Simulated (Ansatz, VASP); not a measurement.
One calculation of CoO, two programs

Contents of INCAR:

```
SYSTEM = CoO
PREC = Accurate
ENCUT = 520
EDIFF = 1E-6
ISMEAR = 0
SIGMA = 0.02
LREAL = .False.
LASPH = .True.
NELM = 150
ALGO = Normal
ISIF = 2
LWAVE = .False.
LCHARG = .False.
ISPIN = 2
MAGMOM = -2.54 2.54 0.12 -0.12
LORBIT = 11
LMAXMIX = 4
LDAU = .True.
LDAUTYPE = 2
LDAUL = 2 -1
LDAUU = 3.32 0
LDAUJ = 0 0
LDAUPRINT = 1
GGA = PE
NBANDS = 27
```

File KPOINTS:

```
regular mesh
0
Gamma
  12 12 6
  0 0 0
```

File POSCAR:

```
CoO
1.0
    3.1062782829      0.0000000000      0.0000000000
   -1.5531391415      2.6901159042      0.0000000000
    0.0000000000      0.0000000000      5.1221359720
Co O
2 2
Direct
    0.0000000000      0.0000000000      0.0038700048
    0.3333333333      0.6666666667      0.5038699779
    0.0000000000      0.0000000000      0.3711304957
    0.3333333333      0.6666666667      0.8711305216
```

Input for Ansatz:

```yaml
crystal:
  lattice:
    - [3.1062782829, 0.0, 0.0]
    - [-1.5531391415, 2.6901159042, 0.0]
    - [0.0, 0.0, 5.122135972]
  atoms:
    - { symbol: Co, position: [0.0, 0.0, 0.0038700048], spin: -2.54 }
    - { symbol: Co, position: [0.3333333333, 0.6666666667, 0.5038699779], spin: 2.54 }
    - { symbol: O, position: [0.0, 0.0, 0.3711304957], spin: 0.12 }
    - { symbol: O, position: [0.3333333333, 0.6666666667, 0.8711305216], spin: -0.12 }
basis:
  ecutwfc: 420
kpoints:
  mp_grid: { grid: [12, 12, 6] }
  band_path: { path: [VBM, CBM], npoints: 2 }
hamiltonian:
  xc: pbe
  hubbard: { sites: [{ species: Co, l: d, u_eff: 3.32 }] }
scf:
  occupations: { method: gaussian, width: 0.02 }
output:
  forces: true
  stress: true
  eigenvalues: true
  populations: true
magnetization:
  spin_polarized: true
checkpoint:
  read: start.run
  write: ck
  compress: false
  write_wavefunctions: false
  write_every: 100000
```

Alike in both runs: task single point; functional PBE; k mesh 12 × 12 × 6; occupations gaussian, width 0.02 eV; collinear spin; Hubbard terms Co d U = 3.32 eV.

|  | VASP | Ansatz |
| --- | --- | --- |
| version | VASP 6.6.1 | Ansatz 0.2.0 |
| potentials or method | VASP PAW PBE potentials, release 64 (Co, O), cutoff 520 eV | scalar-relativistic, plane waves, PAW |
| valence electrons in the cell | 30 | 46 |

VASP gave:

- gap on the k mesh at the Fermi level (eV): 1.21
- least direct gap on the mesh (eV): 1.31
- pressure (GPa): 22.0
- traceless stress, the component that is largest in VASP (GPa): -0.20
- rms of the force components (eV/Å): 0.012
- net moment per atom (μB): 0.00
- size of the moment on the site where the two differ most (μB): 2.58

**Question.** What did Ansatz give for the same quantities?

**Answer.** gap on the k mesh at the Fermi level (eV): 1.12; least direct gap on the mesh (eV): 1.23; pressure (GPa): 25.0; traceless stress, the component that is largest in VASP (GPa): 0.01; rms of the force components (eV/Å): 0.000; net moment per atom (μB): 0.00; size of the moment on the site where the two differ most (μB): 2.31.

Site moments also hang on the region over which each program counts them. The programs project onto different local orbitals, so the same U acts differently, and such runs can settle in different states. Atom by atom the forces differ by 0.012 eV/Å (rms over components). VASP's potentials hold 30 valence electrons a cell and Ansatz's 46, so a difference there can come from the potentials and not from the codes. Ansatz's warnings: stability check not made.
